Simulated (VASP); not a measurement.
Wanted: the native input for a VASP 6.6.1 run.

* Task: single point
* Functional: PBEsol
* Potentials or basis: VASP PAW PBE potentials, release 64 (Be)
* Cutoff: 520 eV
* k mesh: 13 × 13 × 8
* Occupations: fermi-dirac, width 0.05 eV
* Spin: no spin polarisation
* Dipole correction: no
* Further INCAR settings: ALGO = Normal; EDIFF = 1e-06; NBANDS = 9

The structure of Be lies in POSCAR:

```
Be
1.0
    2.1606576338      0.0000000000      0.0000000000
   -1.0803288169      1.8711843997      0.0000000000
    0.0000000000      0.0000000000      3.4067293067
Be
2
Direct
    0.6666666667      0.3333333333      0.7500000000
    0.3333333333      0.6666666667      0.2500000000
```

One way to write it, as run:

INCAR

```
  PREC = Accurate
  ENCUT = 520
  EDIFF = 1E-6
  ISMEAR = -1
  SIGMA = 0.05
  LREAL = F
  LASPH = T
  NELM = 80
  ALGO = Normal
  ISIF = 2
  LWAVE = F
  LCHARG = F
  GGA = PS
  NBANDS = 9
```

KPOINTS

```
Automatic mesh
0
Gamma
  13 13 8
```

Potentials or basis: VASP PAW PBE potentials, release 64 (Be).

Command:

```console
$ cat potpaw_PBE.64/Be/POTCAR > POTCAR
$ mpirun -np 1 vasp_std > vasp.out
```

Results of the run:

```
Pressure               : 20.5 GPa
Band gap on the k mesh : zero (band 2 reaches 9.34 eV, above the bottom of band 3 at 7.66 eV)
```

Caveat: the PAW data sets were made with another functional, which shifts forces and pressure a little.

Wall time 7.6 s on 1 thread of Intel Xeon 8259CL, with other jobs on the host, peak memory 0.12 GiB.
